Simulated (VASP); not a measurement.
A run of VASP 6.6.1:

File INCAR:

```
SYSTEM = Sr7Tl
PREC = Accurate ; ENCUT = 520
EDIFF = 1E-7 ; ISMEAR = 0
SIGMA = 0.1 ; LREAL = .FALSE.
LASPH = .TRUE. ; NELM = 80
ALGO = Fast ; ISIF = 2
LWAVE = .FALSE. ; LCHARG = .TRUE.
GGA = PE ; LELF = .TRUE.
LVHAR = .TRUE. ; NBANDS = 52
```

KPOINTS

```
Automatic mesh
0
G
  6 6 6
  0 0 0
```

Contents of POSCAR:

```
Sr7Tl
1.0
    8.3103162917      0.0000000000      0.0000000000
   -4.1551581458      7.1969450221      0.0000000000
    0.0000000000      0.0000000000      6.6178182872
Sr Tl
7 1
Direct
    0.4996059771      0.9992119543      0.0000000000
    0.4996059771      0.5003940229      0.0000000000
    0.0007880457      0.5003940229      0.0000000000
    0.3234454934      0.1617227467      0.5000000000
    0.8382772533      0.1617227467      0.5000000000
    0.8382772533      0.6765545066      0.5000000000
    0.3333333333      0.6666666667      0.5000000000
    0.0000000000      0.0000000000      0.0000000000
```

Potentials or basis: VASP PAW PBE potentials, release 64 (Sr_sv, Tl_d).

Run with:

```console
$ cat potpaw_PBE.64/Sr_sv/POTCAR potpaw_PBE.64/Tl_d/POTCAR > POTCAR
$ mpirun -np 1 vasp_std > vasp.out
```

Hardware: 1 thread of Intel(R) Xeon(R) Platinum 8259CL CPU @ 2.50GHz (Skylake/Cascade Lake), on a shared host.

Problem. How long does it take, and how much memory?

Solution. Run time: 25 min on 1 thread of Intel(R) Xeon(R) Platinum 8259CL CPU @ 2.50GHz (Skylake/Cascade Lake), on a shared host, peak memory 0.77 GiB. Counts: scf iterations 22, k points 28.
